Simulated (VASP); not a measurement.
Write the native input for VASP 6.6.1 that does the following.

* Task: single point
* Functional: PBE
* Potentials or basis: VASP PAW PBE potentials, release 64 (Hf_pv, O)
* Cutoff: 600 eV
* k mesh: 5 × 5 × 5
* Occupations: gaussian, width 0.01 eV
* Spin: no spin polarisation
* Dipole correction: no
* Further INCAR settings: ALGO = Normal; EDIFF = 1e-06; NBANDS = 18

The structure of HfO2 lies in POSCAR:

```
HfO2
1.0
    0.0000000000      2.5291823194      2.5291823194
    2.5291823194      0.0000000000      2.5291823194
    2.5291823194      2.5291823194      0.0000000000
Hf O
1 2
Direct
    0.0000000000      0.0000000000      0.0000000000
    0.2500000000      0.2500000000      0.2500000000
    0.7500000000      0.7500000000      0.7500000000
```

The input as run:

INCAR

```
PREC = Accurate ; ENCUT = 600
EDIFF = 1E-6 ; ISMEAR = 0
SIGMA = 0.01 ; LREAL = F
LASPH = T ; NELM = 120
ALGO = Normal ; ISIF = 2
LWAVE = F ; LCHARG = F
GGA = PE ; NBANDS = 18
GGA_COMPAT = F
```

KPOINTS

```
regular mesh
0
Gamma
  5 5 5
```

Potentials or basis: VASP PAW PBE potentials, release 64 (Hf_pv, O).

Run with:

```sh
$ cat potpaw_PBE.64/Hf_pv/POTCAR potpaw_PBE.64/O/POTCAR > POTCAR
$ mpirun -np 1 vasp_std > vasp.out
```

Results of the run:

| Property | Result |
| --- | --- |
| Pressure | 1.9 GPa |
| Band gap on the k mesh | 4.10 eV, indirect (least direct gap 4.45 eV) |

Caveat: the k points lie up to 0.43 Å⁻¹ apart; spin-orbit coupling is left out, which moves the levels of the heavy elements.

Wall time 21 s on 1 thread of Intel Xeon 8259CL, with other jobs on the host, peak memory 0.17 GiB.
